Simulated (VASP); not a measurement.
# Hf (Im-3m) in VASP: notebook, part 2 of 2

VASP 6.6.1. The steps go on from the part before.

## Step 4: Single point, PBEsol (volume scaled by 0.94)

Input file INCAR:

```
  ALGO = Normal
  EDIFF = 1E-7
  ENCUT = 520
  GGA = PS
  ISIF = 2
  ISMEAR = -1
  LASPH = T
  LCHARG = F
  LREAL = F
  LWAVE = F
  NBANDS = 11
  NELM = 60
  PREC = Accurate
  SIGMA = 0.05
```

Input file KPOINTS:

```
k-points
0
Gamma
  10 10 10
```

Input file POSCAR:

```
Hf
1.0
   -1.7681529262      1.7681529262      1.7681529262
    1.7681529262     -1.7681529262      1.7681529262
    1.7681529262      1.7681529262     -1.7681529262
Hf
1
Direct
    0.0000000000      0.0000000000      0.0000000000
```

Potentials or basis: VASP PAW PBE potentials, release 64 (Hf_pv).

Run with:

```sh
> cat potpaw_PBE.64/Hf_pv/POTCAR > POTCAR
> mpirun -np 1 vasp_std > vasp.out
```

OUTCAR:

```text
EDIFF = 1E-7
   ENCUT = 520
   GGA = PS
   ISIF = 2
   ISMEAR = -1
   LASPH = T
   LREAL = F
   NELM = 60
   PREC = Accurate

 ion  position               nearest neighbor table
   1  0.000  0.000  0.000-

  LATTYP: Found a body centered cubic cell.
 ALAT       =     3.5363058524

  Lattice vectors:

 A1 = (  -1.7681529262,   1.7681529262,   1.7681529262)
 A2 = (   1.7681529262,  -1.7681529262,   1.7681529262)
 A3 = (   1.7681529262,   1.7681529262,  -1.7681529262)

Analysis of symmetry for initial positions (statically):
=====================================================================
 Subroutine PRICEL returns:
 Original cell was already a primitive cell.

 Routine SETGRP: Setting up the symmetry group for a
 body centered cubic supercell.

 Subroutine GETGRP returns: Found 48 space group operations
[... 9 lines left out ...]

 Routine SETGRP: Setting up the symmetry group for a
 body centered cubic supercell.

 Subroutine GETGRP returns: Found 48 space group operations
[... 11 lines left out ...]
                                     Primitive cell

  volume of cell :      22.1116

  direct lattice vectors                    reciprocal lattice vectors
[... 132 lines left out ...]
 E-fermi :   4.5027     XC(G=0): -11.4447

 val. band max:        4.4804375545   @ k =  -0.4000   0.4000   0.1000
 cond. band min:       4.5163925786   @ k =   0.3000   0.1000   0.1000
 fundamental gap:      0.0359550241
 Fermi energy:         4.5026633783

 k-point     1 :       0.0000    0.0000    0.0000
  band No.  band energies     occupation
      1     -25.2444      2.00000
      2     -25.2444      2.00000
      3     -25.2444      2.00000
      4      -2.5869      2.00000
      5       6.0115      0.00000
      6       6.0115      0.00000
      7       6.0115      0.00000
      8       8.8401      0.00000
      9       8.8401      0.00000
     10      17.8075      0.00000
     11      17.8713      0.00000
[... 309 lines left out ...]
 k-point    24 :      -0.3000    0.3000    0.1000
  band No.  band energies     occupation
      1     -25.8070      2.00000
      2     -25.4584      2.00000
      3     -25.3118      2.00000
      4       0.3850      2.00000
      5       4.7015      0.03679
      6       4.8922      0.00083
      7       7.4944      0.00000
      8       8.9928      0.00000
      9       9.6643      0.00000
     10      16.7670      0.00000
     11      17.7918      0.00000

 [... further k-points ...]
[... 5 lines left out ...]
  --------------------------------------------------------------------------------------
  -------------------------------------------------------------------------------------
  Total       -0.5536027     -0.5536027     -0.5536027      0.0000000      0.0000000     -0.0000000
  in kB      -40.1133890    -40.1133890    -40.1133890      0.0000000      0.0000000     -0.0000000
  external PRESSURE =     -40.1133890 kB  Pullay stress =       0.0000000 kB

 VOLUME and BASIS-vectors are now :
 -----------------------------------------------------------------------------
  energy-cutoff  :      520.00
  volume of cell :       22.11
      direct lattice vectors                 reciprocal lattice vectors
    -1.768152926  1.768152926  1.768152926     0.000000000  0.282780970  0.282780970
     1.768152926 -1.768152926  1.768152926     0.282780970  0.000000000  0.282780970
     1.768152926  1.768152926 -1.768152926     0.282780970  0.282780970  0.000000000

 POSITION                                       TOTAL-FORCE (eV/Angst)
 -----------------------------------------------------------------------------------
      0.00000      0.00000      0.00000         0.000000      0.000000      0.000000
 -----------------------------------------------------------------------------------
    total drift:                               -0.000000      0.000000      0.000000

  FREE ENERGIE OF THE ION-ELECTRON SYSTEM (eV)
  ---------------------------------------------------
  free  energy   TOTEN  =       -10.3317476304 eV

  energy  without entropy=      -10.3181145883  energy(sigma->0) =      -10.32493111
```

OSZICAR:

```text
N       E                     dE             d eps       ncg     rms          rms(c)
DAV:   1     0.118707530222E+02    0.11871E+02   -0.56878E+03  1058   0.834E+02
DAV:   2    -0.102714919235E+02   -0.22142E+02   -0.21374E+02  1291   0.154E+02
DAV:   3    -0.107020267810E+02   -0.43053E+00   -0.42779E+00  1281   0.146E+01
DAV:   4    -0.107036689255E+02   -0.16421E-02   -0.16420E-02  1162   0.111E+00
DAV:   5    -0.107036788712E+02   -0.99456E-05   -0.99454E-05  1329   0.735E-02    0.456E+01
DAV:   6    -0.104255341590E+02    0.27814E+00   -0.23687E-01  1136   0.346E+00    0.264E+01
DAV:   7    -0.103354121199E+02    0.90122E-01   -0.30812E-01  1178   0.387E+00    0.114E+00
DAV:   8    -0.103317222162E+02    0.36899E-02   -0.20688E-02  1148   0.101E+00    0.606E-02
DAV:   9    -0.103317452691E+02   -0.23053E-04   -0.24075E-04  1296   0.140E-01    0.447E-02
DAV:  10    -0.103317477240E+02   -0.24549E-05   -0.11843E-05  1215   0.263E-02    0.237E-02
DAV:  11    -0.103317476368E+02    0.87214E-07   -0.17236E-06  1226   0.986E-03    0.174E-03
DAV:  12    -0.103317476304E+02    0.63631E-08   -0.23394E-08   684   0.151E-03
   1 F= -.10331748E+02 E0= -.10324931E+02  d E =-.136330E-01
```

Wall time 8.2 s (1 thread of Intel Xeon Platinum 8259CL at 2.50GHz (Skylake/Cascade Lake), shared host); peak memory 0.14 GiB.

What came out:

```
Free energy            : -10.3317 eV
Pressure               : -4.0 GPa
Band gap on the k mesh : zero (band 5 reaches 6.01 eV, above the bottom of band 6 at 3.73 eV)
```

Caveat: the PAW data sets were made with another functional, which shifts forces and pressure a little; spin-orbit coupling is left out, which moves the levels of the heavy elements.

## Step 5: Single point, LDA (volume scaled by 0.98)

Input file INCAR:

```
PREC     = Accurate       # precision mode
ENCUT    = 520            # plane-wave cutoff, eV
EDIFF    = 1E-7           # SCF threshold, eV
ISMEAR   = -1             # smearing method
SIGMA    = 0.05           # smearing width, eV
LREAL    = F              # projectors in reciprocal space
LASPH    = T              # aspherical terms in the spheres
NELM     = 60             # most SCF steps
ALGO     = Fast           # electronic algorithm
ISIF     = 2              # what is computed and relaxed
LWAVE    = F              # write WAVECAR
LCHARG   = T              # write CHGCAR
GGA      = CA             # functional
LELF     = T              # ELF
LVHAR    = T            
NBANDS   = 11             # bands
```

Input file KPOINTS:

```
Automatic mesh
0
Gamma
  10 10 10
```

Input file POSCAR:

```
Hf
1.0
   -1.7928855410      1.7928855410      1.7928855410
    1.7928855410     -1.7928855410      1.7928855410
    1.7928855410      1.7928855410     -1.7928855410
Hf
1
Direct
    0.0000000000      0.0000000000      0.0000000000
```

Potentials or basis: VASP PAW LDA potentials, release 64 (Hf_pv).

Run with:

```sh
> cat potpaw_LDA.64/Hf_pv/POTCAR > POTCAR
> mpirun -np 1 vasp_std > vasp.out
```

Run time: 9.5 s. Hardware: 1 thread of Intel Xeon Platinum 8259CL at 2.50GHz (Skylake/Cascade Lake), shared host; peak memory 0.13 GiB.

Results (log left out):

| Property | Result |
| --- | --- |
| Free energy | -10.4576 eV |
| Pressure | -11.2 GPa |
| Band gap on the k mesh | zero (band 5 reaches 5.66 eV, above the bottom of band 6 at 3.52 eV) |

Levels at points of the mesh, in eV from the Fermi level:
```tsv
k point	band 1	band 2	band 3	band 4	band 5	band 6	band 7	band 8	band 9	band 10
(0.00, 0.00, 0.00)	-29.80	-29.80	-29.80	-6.89	1.41	1.41	1.41	4.11	4.11	13.22
(0.50, 0.00, 0.00)	-30.55	-30.05	-29.80	-3.29	-0.51	1.10	3.91	4.88	7.25	9.68
(0.50, 0.50, 0.50)	-30.33	-30.33	-30.33	-2.46	-2.46	6.46	6.46	6.46	7.07	7.07
```

Caveat: spin-orbit coupling is left out, which moves the levels of the heavy elements.

## Step 6: Summary

```csv
level,potentials or basis,cell,gap on the mesh (eV),pressure (GPa)
LDA,"VASP PAW LDA potentials, release 64 (Hf_pv)","a = 3.063 Å, angles 109.5°, 1 atom",none,-7.8
LDA,"VASP PAW LDA potentials, release 64 (Hf_pv)","a = 3.084 Å, angles 109.5°, 1 atom",none,-9.5
PBEsol,"VASP PAW PBE potentials, release 64 (Hf_pv)","a = 3.063 Å, angles 109.5°, 1 atom",none,-4.0
LDA,"VASP PAW LDA potentials, release 64 (Hf_pv)","a = 3.105 Å, angles 109.5°, 1 atom",none,-11.2
```

Alike in all rows: task single point; no spin polarisation; k mesh 10 × 10 × 10; cutoff (eV) 520; smearing fermi-dirac 0.05 eV.

Caveats: spin-orbit coupling is left out, which moves the levels of the heavy elements; the PAW data sets were made with another functional, which shifts forces and pressure a little (some runs).

Absolute energies hang on the potentials; compare differences alone.
